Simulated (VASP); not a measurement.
# Pt (Im-3m) in VASP: settings compared, part 2 of 2

VASP 6.6.1. The steps go on from the part before.

## (3) Single point, LDA

INCAR reads:

```
  PREC = Accurate
  ENCUT = 500
  EDIFF = 1E-6
  ISMEAR = -1
  SIGMA = 0.01
  LREAL = False
  LASPH = True
  NELM = 120
  ALGO = Normal
  ISIF = 2
  LWAVE = False
  LCHARG = True
  GGA = CA
  LELF = True
  LVHAR = True
  NBANDS = 11
  GGA_COMPAT = False
```

KPOINTS reads:

```
Automatic mesh
0
Gamma
  10 10 10
```

POSCAR reads:

```
Pt
1.0
   -1.5842200000      1.5842200000      1.5842200000
    1.5842200000     -1.5842200000      1.5842200000
    1.5842200000      1.5842200000     -1.5842200000
Pt
1
Direct
    0.0000000000      0.0000000000      0.0000000000
```

Potentials or basis: VASP PAW LDA potentials, release 64 (Pt).

Run with:

```console
cat potpaw_LDA.64/Pt/POTCAR > POTCAR
mpirun -np 1 vasp_std > vasp.out
```

OUTCAR:

```text
PREC = Accurate
   ENCUT = 500
   EDIFF = 1E-6
   ISMEAR = -1
   LREAL = False
   LASPH = True
   NELM = 120
   ISIF = 2
   GGA = CA

 ion  position               nearest neighbor table
   1  0.000  0.000  0.000-

  LATTYP: Found a body centered cubic cell.
 ALAT       =     3.1684400000

  Lattice vectors:

 A1 = (  -1.5842200000,   1.5842200000,   1.5842200000)
 A2 = (   1.5842200000,  -1.5842200000,   1.5842200000)
 A3 = (   1.5842200000,   1.5842200000,  -1.5842200000)

Analysis of symmetry for initial positions (statically):
=====================================================================
 Subroutine PRICEL returns:
 Original cell was already a primitive cell.

 Routine SETGRP: Setting up the symmetry group for a
 body centered cubic supercell.

 Subroutine GETGRP returns: Found 48 space group operations
 (whereof 48 operations were pure point group operations)
 out of a pool of 48 trial point group operations.

The static configuration has the point symmetry O_h .

Analysis of symmetry for dynamics (positions and initial velocities):
=====================================================================
 Subroutine PRICEL returns:
 Original cell was already a primitive cell.

 Routine SETGRP: Setting up the symmetry group for a
 body centered cubic supercell.

 Subroutine GETGRP returns: Found 48 space group operations
 (whereof 48 operations were pure point group operations)
 out of a pool of 48 trial point group operations.

The dynamic configuration has the point symmetry O_h .

 Subroutine INISYM returns: Found 48 space group operations
 (whereof 48 operations are pure point group operations),
 and found     1 'primitive' translations

[... 107 lines left out ...]
   ISMEAR =    -1;   SIGMA  =   0.01  broadening in eV -4-tet -1-fermi 0-gaus
   EFERMI_NEDOS =   21; number of points for ismear=-14 and -15
   IALGO  =     38    algorithm
   IMIX   =      4    mixing-type and parameters
     AMIX     =   0.40;   BMIX     =  1.00
     AMIX_MAG =   1.60;   BMIX_MAG =  1.00
  volume/ion in A,a.u.               =      15.90       107.33
  Fermi-wavevector in a.u.,A,eV,Ry     =   1.402510  2.650360 26.763132  1.967035
  Thomas-Fermi vector in A             =   2.525265
   LORBIT       =      0    0 simple, 1 ext, 2 COOP (PROOUT), +10 PAW based schemes
   GGA     = CA    functional components
   LHFCALC =     F    Hartree Fock is set to
   AEXX    =    0.0000 exact exchange contribution
   IVDW    =     0    specifies the selected vdW correction
   LEPSILON=     F    determine dielectric tensor
   LRPA    =     F    only Hartree local field effects (RPA)
 non-spin polarized calculation
  energy-cutoff  :      500.00
  volume of cell :       15.90
 maximum number of plane-waves:       418
   NGX =  9   NGY =  9   NGZ =  9

 number of electron      10.0000000 magnetization

 Free energy of the ion-electron system (eV)
  ---------------------------------------------------
  ext. energy  EPLUGINS =         0.00000000
  ---------------------------------------------------
  free energy    TOTEN  =        -7.34546361 eV

  energy without entropy =       -7.34534026  energy(sigma->0) =       -7.34540194

 E-fermi :  10.0927     XC(G=0): -13.3757

 val. band max:       10.0572617719   @ k =  -0.3000   0.3000   0.2000
 cond. band min:      10.1282572450   @ k =  -0.4000   0.4000   0.2000
 fundamental gap:      0.0709954731
 Fermi energy:        10.0927259600

 k-point     1 :       0.0000    0.0000    0.0000
  band No.  band energies     occupation
      1       0.4799      2.00000
      2       6.4592      2.00000
      3       6.4592      2.00000
      4       6.4592      2.00000
      5       8.9832      2.00000
      6       8.9832      2.00000
      7      27.0063      0.00000
      8      27.0063      0.00000
      9      27.0063      0.00000
     10      37.0263      0.00000
     11      37.0354      0.00000
[... 309 lines left out ...]
 k-point    24 :      -0.3000    0.3000    0.1000
  band No.  band energies     occupation
      1       3.4410      2.00000
      2       5.8153      2.00000
      3       6.5888      2.00000
      4       8.1334      2.00000
      5       8.9389      2.00000
      6       9.5342      2.00000
      7      22.4179      0.00000
      8      25.5876      0.00000
      9      28.3142      0.00000
     10      31.7792      0.00000
     11      32.9698      0.00000

 [... further k-points ...]
[... 5 lines left out ...]
  --------------------------------------------------------------------------------------
  -------------------------------------------------------------------------------------
  Total       -1.5248033     -1.5248033     -1.5248033     -0.0000000      0.0000000     -0.0000000
  in kB     -153.6094563   -153.6094563   -153.6094563     -0.0000000      0.0000000     -0.0000000
  external PRESSURE =    -153.6094563 kB  Pullay stress =       0.0000000 kB

 VOLUME and BASIS-vectors are now :
 -----------------------------------------------------------------------------
  energy-cutoff  :      500.00
  volume of cell :       15.90
      direct lattice vectors                 reciprocal lattice vectors
    -1.584220000  1.584220000  1.584220000     0.000000000  0.315612731  0.315612731
     1.584220000 -1.584220000  1.584220000     0.315612731  0.000000000  0.315612731
     1.584220000  1.584220000 -1.584220000     0.315612731  0.315612731  0.000000000

 POSITION                                       TOTAL-FORCE (eV/Angst)
 -----------------------------------------------------------------------------------
      0.00000      0.00000      0.00000        -0.000000      0.000000      0.000000
 -----------------------------------------------------------------------------------
    total drift:                                0.000000     -0.000000     -0.000000

  FREE ENERGIE OF THE ION-ELECTRON SYSTEM (eV)
  ---------------------------------------------------
  free  energy   TOTEN  =        -7.3454636127 eV

  energy  without entropy=       -7.3453402581  energy(sigma->0) =       -7.34540194
```

OSZICAR:

```text
N       E                     dE             d eps       ncg     rms          rms(c)
DAV:   1     0.374195927605E+02    0.37420E+02   -0.52785E+03  1074   0.815E+02
DAV:   2    -0.716119320648E+01   -0.44581E+02   -0.42524E+02  1196   0.172E+02
DAV:   3    -0.777365149276E+01   -0.61246E+00   -0.61183E+00  1242   0.193E+01
DAV:   4    -0.777599030960E+01   -0.23388E-02   -0.23387E-02  1169   0.139E+00
DAV:   5    -0.777600951298E+01   -0.19203E-04   -0.19204E-04  1235   0.117E-01    0.110E+01
DAV:   6    -0.738377177279E+01    0.39224E+00   -0.97121E-01  1103   0.748E+00    0.559E+00
DAV:   7    -0.734967863716E+01    0.34093E-01   -0.11527E-01  1190   0.250E+00    0.240E+00
DAV:   8    -0.734600696618E+01    0.36717E-02   -0.93994E-03  1127   0.889E-01    0.670E-01
DAV:   9    -0.734546025542E+01    0.54671E-03   -0.12538E-03  1145   0.301E-01    0.168E-02
DAV:  10    -0.734546340839E+01   -0.31530E-05   -0.77590E-06  1223   0.229E-02    0.429E-03
DAV:  11    -0.734546361271E+01   -0.20433E-06   -0.55993E-07   694   0.685E-03
   1 F= -.73454636E+01 E0= -.73454019E+01  d E =-.123355E-03
```

stdout:

```text
POSCAR found type information on POSCAR Pt
 POSCAR found :  1 types and       1 ions
 scaLAPACK will be used
 LDA part: xc-table for (Slater(with rela. corr.)+CA(PZ))
 , standard interpolation
 POSCAR, INCAR and KPOINTS ok, starting setup
 FFT: planning ... GRIDC
 FFT: planning ... GRID_SOFT
 FFT: planning ... GRID
 WAVECAR not read
 entering main loop
```

Wall time 12 s (1 thread of Intel Xeon 8259CL, shared host); peak memory 0.12 GiB.

What came out:

```
Free energy            : -7.3455 eV
Pressure               : -15.4 GPa
Band gap on the k mesh : zero (band 5 reaches 10.91 eV, above the bottom of band 6 at 8.85 eV)
```

Levels at points of the mesh, in eV from the Fermi level:
```
           k point  band 2  band 3  band 4  band 5  band 6  band 7  band 8  band 9
(0.00, 0.00, 0.00)   -3.63   -3.63   -3.63   -1.11   -1.11   16.91   16.91   16.91
(0.50, 0.00, 0.00)   -5.04   -1.31   -0.79    0.12    0.87    6.07   13.08   15.55
(0.50, 0.50, 0.50)   -6.16    0.35    0.35    0.35    7.45    7.45    7.45   12.48
```

Caveat: spin-orbit coupling is left out, which moves the levels of the heavy elements.

## (4) Single point, BLYP

INCAR reads:

```
SYSTEM = Pt
PREC     = Accurate       ! precision mode
ENCUT    = 500            ! plane-wave cutoff, eV
EDIFF    = 1E-6           ! SCF threshold, eV
ISMEAR   = -1             ! smearing method
SIGMA    = 0.01           ! smearing width, eV
LREAL    = .FALSE.        ! projectors in reciprocal space
LASPH    = .TRUE.         ! aspherical terms in the spheres
NELM     = 120            ! most SCF steps
ALGO     = Normal         ! electronic algorithm
ISIF     = 2              ! what is computed and relaxed
LWAVE    = .FALSE.        ! write WAVECAR
LCHARG   = .FALSE.        ! write CHGCAR
GGA      = B5             ! functional
ALDAX    = 1.0          
AGGAX    = 1.0          
AGGAC    = 1.0          
ALDAC    = 0.0          
NBANDS   = 11             ! bands
GGA_COMPAT= .FALSE.
```

KPOINTS reads:

```
regular mesh
0
G
  10 10 10
  0 0 0
```

POSCAR is that of step 3.

Potentials or basis: VASP PAW PBE potentials, release 64 (Pt).

Run with:

```console
cat potpaw_PBE.64/Pt/POTCAR > POTCAR
mpirun -np 1 vasp_std > vasp.out
```

It took 18 s on 1 thread of Intel Xeon 8259CL, shared host; peak memory 0.12 GiB.

Results (log left out):

| Item | Value |
| --- | --- |
| Free energy | -4.8959 eV |
| Pressure | 13.8 GPa |
| Band gap on the k mesh | zero (band 5 reaches 11.65 eV, above the bottom of band 6 at 9.54 eV) |

Levels at points of the mesh, in eV from the Fermi level:
| k point | band 1 | band 2 | band 3 | band 4 | band 5 | band 6 | band 7 | band 8 | band 9 | band 10 |
| --- | --- | --- | --- | --- | --- | --- | --- | --- | --- | --- |
| (0.00, 0.00, 0.00) | -9.44 | -3.63 | -3.63 | -3.63 | -1.15 | -1.15 | 17.21 | 17.21 | 17.21 | 27.10 |
| (0.50, 0.00, 0.00) | -6.61 | -5.02 | -1.34 | -0.85 | 0.39 | 0.88 | 6.10 | 13.35 | 15.68 | 23.95 |
| (0.50, 0.50, 0.50) | -6.12 | -6.12 | 0.36 | 0.36 | 0.36 | 7.66 | 7.66 | 7.66 | 12.46 | 19.18 |

Caveat: the PAW data sets were made with another functional, which shifts forces and pressure a little; spin-orbit coupling is left out, which moves the levels of the heavy elements.

## (5) The runs side by side

| level | potentials or basis | gap on the mesh (eV) | pressure (GPa) |
| --- | --- | --- | --- |
| PBEsol | VASP PAW PBE potentials, release 64 (Pt) | none | -11.3 |
| LDA | VASP PAW LDA potentials, release 64 (Pt) | none | -15.4 |
| BLYP | VASP PAW PBE potentials, release 64 (Pt) | none | 13.8 |

Alike in all rows: task single point; no spin polarisation; cell as given; k mesh 10 × 10 × 10; cutoff (eV) 500; smearing fermi-dirac 0.01 eV.

Caveats: spin-orbit coupling is left out, which moves the levels of the heavy elements; the PAW data sets were made with another functional, which shifts forces and pressure a little (some runs).

Absolute energies hang on the potentials; compare differences alone.
